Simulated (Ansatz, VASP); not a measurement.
# Sc: VASP beside Ansatz

The input INCAR:

```
SYSTEM = Sc
PREC = Accurate ; ENCUT = 520
EDIFF = 1E-6 ; ISMEAR = 0
SIGMA = 0.05 ; LREAL = .False.
LASPH = .True. ; NELM = 80
ALGO = Normal ; ISIF = 2
LWAVE = .False. ; LCHARG = .False.
GGA = PE ; NBANDS = 12
```

The input KPOINTS:

```
regular mesh
0
Gamma
  14 14 14
  0 0 0
```

POSCAR

```
Sc
1.0
   -1.8790000000      1.8790000000      2.3805000000
    1.8790000000     -1.8790000000      2.3805000000
    1.8790000000      1.8790000000     -2.3805000000
Sc
1
Direct
    0.0000000000      0.0000000000      0.0000000000
```

Input for Ansatz:

```yaml
crystal:
  lattice:
    - [-1.879, 1.879, 2.3805]
    - [1.879, -1.879, 2.3805]
    - [1.879, 1.879, -2.3805]
  atoms:
    - { symbol: Sc, position: [0.0, 0.0, 0.0] }
basis:
  ecutwfc: 420
kpoints:
  mp_grid: { grid: [14, 14, 14] }
hamiltonian:
  xc: pbe
scf:
  occupations: { method: gaussian, width: 0.05 }
output:
  forces: true
  eigenvalues: true
  eigenstates:
    nscf_kmesh: { grid: [24, 24, 24] }
    top_band: c6
    de_dk: true
    localisation: false
  stress: true
checkpoint:
  write: ck
  compress: false
  write_wavefunctions: false
  write_every: 100000
```

Alike in both runs: task single point; functional PBE; k mesh 14 × 14 × 14; occupations gaussian, width 0.05 eV; no spin polarisation.

|  | VASP | Ansatz |
| --- | --- | --- |
| version | VASP 6.6.1 | Ansatz 0.2.0 |
| potentials or method | VASP PAW PBE potentials, release 64 (Sc_sv), cutoff 520 eV | scalar-relativistic, plane waves, PAW |
| valence electrons in the cell | 11 | 11 |

|  | VASP | Ansatz | Ansatz less VASP |
| --- | --- | --- | --- |
| pressure (GPa) | -9.5 | -9.5 | 0.00 |
| traceless stress, the component that is largest in VASP (GPa) | 1.05 | 1.05 | -0.001 |

With one functional, cell and mesh, what is left measures potentials, basis and numerics.
